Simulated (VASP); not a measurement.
# C (Fmmm) in VASP: notebook, part 2 of 2

VASP 6.6.1. Earlier steps stand in the parts before.

## (6) Relaxation of cell and atoms, PBEsol+D3(BJ)

This run uses another cell than the first one, of 8.74 Å³/atom.

The input, INCAR:

```
SYSTEM = C
ALGO = Normal
EDIFF = 1E-6
EDIFFG = -0.01
ENCUT = 600
GGA = PS
IBRION = 2
ISIF = 3
ISMEAR = 0
IVDW = 12
LASPH = .TRUE.
LCHARG = .FALSE.
LREAL = .FALSE.
LWAVE = .FALSE.
NELM = 80
NSW = 80
PREC = Accurate
SIGMA = 0.05
```

The input, KPOINTS:

```
k-points
0
G
  15 15 15
  0 0 0
```

The input, POSCAR:

```
C
1.0
    0.0000000000      2.1270000000      3.3480000000
    1.2280000000      0.0000000000      3.3480000000
    1.2280000000      2.1270000000      0.0000000000
C
2
Direct
    0.1666700000      0.8333300000      0.1666700000
    0.8333300000      0.1666700000      0.8333300000
```

Potentials or basis: VASP PAW PBE potentials, release 64 (C).

Started as:

```bash
> cat potpaw_PBE.64/C/POTCAR > POTCAR
> mpirun -np 1 vasp_std > vasp.out
```

Wall time 4 min (1 thread of AMD EPYC 9R45 (Zen 5), shared host); peak memory 0.18 GiB.

It converged, with:

```
Free energy                           : -19.5066 eV
Relaxed volume                        : 8.65 Å³/atom
Relaxed cell                          : a = 3.930 Å, b = 3.525 Å, c = 2.459 Å, α = 79.95°, β = 62.02°, γ = 38.03°
Space group after relaxing (to 0.1 Å) : Fmmm (No. 69)
Energy gained by relaxing             : 0.4 meV/atom
Ionic steps                           : 14
Pressure after relaxing               : -0.1 GPa
Largest force after relaxing          : 0.008 eV/Å
Dispersion energy per atom            : -0.112 eV
```

Forces in eV/Å, atoms in the order of the input:
```
C    0.000 -0.008  0.000
C    0.000  0.008  0.000
```

Stress tensor (GPa, compression positive):
```
 0.10  0.00  0.00
 0.00 -0.18  0.00
 0.00  0.00 -0.12
```

The path:
```tsv
step	energy change (eV)	largest force (eV/Å)	pressure (GPa)	volume (Å³)
1	0.0000	0.0012	0.97	17.49
2	0.0012	0.0261	-3.01	17.62
3	-0.0003	0.0070	-0.29	17.53
4	-0.0004	0.0172	-0.21	17.50
5	-0.0004	0.0480	-0.17	17.47
6	-0.0005	0.0281	-0.18	17.46
7	-0.0006	0.0323	-0.08	17.42
8	-0.0006	0.0584	-0.07	17.41
9	-0.0006	0.0571	-0.06	17.40
10	-0.0007	0.0536	0.01	17.37
11	-0.0007	0.0468	0.13	17.31
12	-0.0008	0.0125	0.00	17.31
13	-0.0008	0.0108	-0.05	17.30
14	-0.0008	0.0076	-0.07	17.30
```

Final structure:
```
C
1.0
     0.00000    2.12920    3.30365
     1.22995    0.00000    3.30365
     1.22995    2.12920    0.00000
C
2
Direct
  0.16670 0.83330 0.16670
  0.83330 0.16670 0.83330
```

Caveat: the PAW data sets were made with another functional, which shifts forces and pressure a little.

## (7) Relaxation of cell and atoms, PBEsol

This run uses another cell than the first one, of 8.74 Å³/atom.

The input, INCAR:

```
ALGO = Normal
EDIFF = 1E-7
EDIFFG = -0.01
ENCUT = 600
GGA = PS
IBRION = 2
ISIF = 3
ISMEAR = 0
LASPH = True
LCHARG = False
LREAL = False
LWAVE = False
NELM = 100
NSW = 80
PREC = Accurate
SIGMA = 0.05
```

The input, KPOINTS:

```
k-points
0
Gamma
  15 15 15
```

POSCAR is that of step 6.

Started as:

```bash
> cat potpaw_PBE.64/C/POTCAR > POTCAR
> mpirun -np 1 vasp_std > vasp.out
```

Run time: 6.9 min. Hardware: 1 thread of AMD EPYC 9R45 (Zen 5), shared host; peak memory 0.17 GiB.

The run converged. Its results:

| Quantity | Value |
| --- | --- |
| Free energy | -19.2898 eV |
| Relaxed volume | 9.37 Å³/atom |
| Relaxed cell | a = 4.162 Å, b = 3.781 Å, c = 2.460 Å, α = 80.64°, β = 63.69°, γ = 35.67° |
| Space group after relaxing (to 0.1 Å) | Fmmm (No. 69) |
| Energy gained by relaxing | 2.5 meV/atom |
| Ionic steps | 19 |
| Pressure after relaxing | 0.0 GPa |
| Largest force after relaxing | 0.010 eV/Å |

Forces in eV/Å, atoms in the order of the input:
```
C    0.000 -0.010  0.000
C    0.000  0.010  0.000
```

Stress tensor (GPa, compression positive):
```
 0.07  0.00  0.00
 0.00 -0.06  0.00
 0.00  0.00  0.06
```

The path:
```csv
step,energy change (eV),largest force (eV/Å),pressure (GPa),volume (Å³)
1,0.0000,0.0013,1.71,17.49
2,0.0007,0.0271,-2.34,17.73
3,-0.0005,0.0101,0.11,17.58
4,-0.0011,0.0287,0.12,17.65
5,-0.0023,0.1451,0.12,17.87
6,-0.0025,0.3746,0.22,18.30
7,-0.0028,0.2784,0.18,18.12
8,-0.0029,0.2643,0.16,18.14
9,-0.0032,0.2223,0.19,18.18
10,-0.0038,0.1375,0.21,18.27
11,-0.0043,0.0360,0.26,18.45
12,-0.0043,0.0716,0.28,18.49
13,-0.0045,0.0596,0.23,18.53
14,-0.0049,0.0260,0.08,18.65
15,-0.0049,0.0127,0.03,18.70
16,-0.0049,0.0110,0.01,18.71
17,-0.0049,0.0024,0.01,18.71
18,-0.0050,0.0200,0.00,18.73
19,-0.0050,0.0097,0.02,18.74
```

Final structure:
```xyz
2
Lattice="0.0000 2.1302 3.5754 1.2302 0.0000 3.5754 1.2302 2.1302 0.0000" Properties=species:S:1:pos:R:3 pbc="T T T"
C     1.2302    0.7102    3.5754
C     1.2302    3.5502    3.5754
```

Caveat: this functional lacks dispersion, which binds the layers, so the pressure and a relaxed spacing across them are unreliable; the PAW data sets were made with another functional, which shifts forces and pressure a little.

## (8) Summary

| task | level | potentials or basis | cell | cutoff (eV) | pressure (GPa) | relaxed volume (Å³/atom) | largest force (eV/Å) |
| --- | --- | --- | --- | --- | --- | --- | --- |
| single point | LDA | VASP PAW LDA potentials, release 64 (C) | a = 3.968, b = 3.572, c = 2.444 Å, angles 80.1, 62.5, 37.4°, 2 atoms | 520 | 0.8 | - | - |
| single point | PBEsol+D3(BJ) | VASP PAW PBE potentials, release 64 (C) | a = 3.943, b = 3.540, c = 2.458 Å, angles 80.0, 62.1, 37.9°, 2 atoms | 520 | 0.7 | - | - |
| single point | PBEsol | VASP PAW PBE potentials, release 64 (C) | a = 4.219, b = 3.844, c = 2.459 Å, angles 80.8, 64.1, 35.1°, 2 atoms | 520 | 0.6 | - | - |
| relaxation of cell and atoms | LDA | VASP PAW LDA potentials, release 64 (C) | relaxed from a = 3.967, b = 3.566, c = 2.456 Å, angles 80.1, 62.3, 37.6°, 2 atoms | 600 | 0.0 | 8.59 | - |
| relaxation of cell and atoms | PBEsol+D3(BJ) | VASP PAW PBE potentials, release 64 (C) | relaxed from a = 3.967, b = 3.566, c = 2.456 Å, angles 80.1, 62.3, 37.6°, 2 atoms | 600 | -0.1 | 8.65 | 0.01 |
| relaxation of cell and atoms | PBEsol | VASP PAW PBE potentials, release 64 (C) | relaxed from a = 3.967, b = 3.566, c = 2.456 Å, angles 80.1, 62.3, 37.6°, 2 atoms | 600 | 0.0 | 9.37 | 0.01 |

Alike in all rows: no spin polarisation; k mesh 15 × 15 × 15; smearing gaussian 0.05 eV.

Caveats: the PAW data sets were made with another functional, which shifts forces and pressure a little (at least some runs); this functional lacks dispersion, which binds the layers, so the pressure and a relaxed spacing across them are unreliable (at least some runs).

Absolute energies hang on the potentials; compare differences alone.
